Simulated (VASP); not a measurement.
Write the native input for VASP 6.6.1 that does the following.

| Item | Value |
| --- | --- |
| Task | single point |
| Functional | PBEsol |
| Potentials or basis | VASP PAW PBE potentials, release 64 (Y_sv) |
| Cutoff | 520 eV |
| k mesh | 8 × 8 × 3 |
| Occupations | fermi-dirac, width 0.05 eV |
| Spin | no spin polarisation |
| Dipole correction | no |
| Further INCAR settings | ALGO = Normal; EDIFF = 1e-06; NBANDS = 30 |

The structure of Y lies in POSCAR:

```
Y
1.0
    3.0984511755      0.0000000000      0.0000000000
   -1.5492255878      2.6833374304      0.0000000000
    0.0000000000      0.0000000000     10.0080859798
Y
4
Direct
    0.6666666667      0.3333333333      0.7500000000
    0.0000000000      0.0000000000      0.5000000000
    0.3333333333      0.6666666667      0.2500000000
    0.0000000000      0.0000000000      0.0000000000
```

One way to write it, as run:

INCAR

```
  ALGO = Normal
  EDIFF = 1E-6
  ENCUT = 520
  GGA = PS
  ISIF = 2
  ISMEAR = -1
  LASPH = T
  LCHARG = F
  LREAL = F
  LWAVE = F
  NBANDS = 30
  NELM = 60
  PREC = Accurate
  SIGMA = 0.05
```

KPOINTS

```
k-points
0
Gamma
  8 8 3
```

Potentials or basis: VASP PAW PBE potentials, release 64 (Y_sv).

The run is started by

```console
$ cat potpaw_PBE.64/Y_sv/POTCAR > POTCAR
$ mpirun -np 1 vasp_std > vasp.out
```

Results of the run:

The pressure is 29.6 GPa and the band gap on the k mesh is zero (bands 22 and 23 overlap by 2.01 eV).

Caveat: the cell stands under pressure; the PAW data sets were made with another functional, which shifts forces and pressure a little.

Wall time 43 s on 1 thread of Oxide Virtual Turin-like Processor, with other jobs on the host, peak memory 0.19 GiB.
